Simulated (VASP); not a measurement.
Set up this calculation in VASP 6.6.1, as the native input.

* Task: single point
* Functional: PBEsol
* Dispersion: D4
* Potentials or basis: VASP PAW PBE potentials, release 64 (V_sv)
* Cutoff: 520 eV
* k mesh: 12 × 12 × 12
* Occupations: fermi-dirac, width 0.05 eV
* Spin: collinear spin, ferromagnetic start
* Starting moments: [2.0] μB
* Dipole correction: no
* Further INCAR settings: ALGO = Normal; EDIFF = 1e-06; NBANDS = 16

The structure of V lies in POSCAR:

```
V
1.0
   -1.5243791002      1.5243791002      1.5243791002
    1.5243791002     -1.5243791002      1.5243791002
    1.5243791002      1.5243791002     -1.5243791002
V
1
Direct
    0.0000000000      0.0000000000      0.0000000000
```

One way to write it, as run:

INCAR

```
  PREC = Accurate
  ENCUT = 520
  EDIFF = 1E-6
  ISMEAR = -1
  SIGMA = 0.05
  LREAL = False
  LASPH = True
  NELM = 150
  ALGO = Normal
  ISIF = 2
  LWAVE = False
  LCHARG = False
  ISPIN = 2
  MAGMOM = 2
  LORBIT = 11
  LMAXMIX = 4
  GGA = PS
  IVDW = 13
  NBANDS = 16
```

KPOINTS

```
Automatic mesh
0
Gamma
  12 12 12
```

Potentials or basis: VASP PAW PBE potentials, release 64 (V_sv).

Launch:

```bash
$ cat potpaw_PBE.64/V_sv/POTCAR > POTCAR
$ mpirun -np 1 vasp_std > vasp.out
```

It gave:

* Pressure: -16.6 GPa
* Net moment: 0.00 μB per cell
* Valence electrons inside the program's atomic spheres: V 11.57
* Dispersion energy per atom: -0.181 eV

Caveat: the PAW data sets were made with another functional, which shifts forces and pressure a little; pairwise dispersion overbinds metals, which lowers pressure and volume.

Run time: 18 s on 1 thread of Intel(R) Xeon(R) 6975P-C (Granite Rapids), with other jobs on the host, peak memory 0.14 GiB.
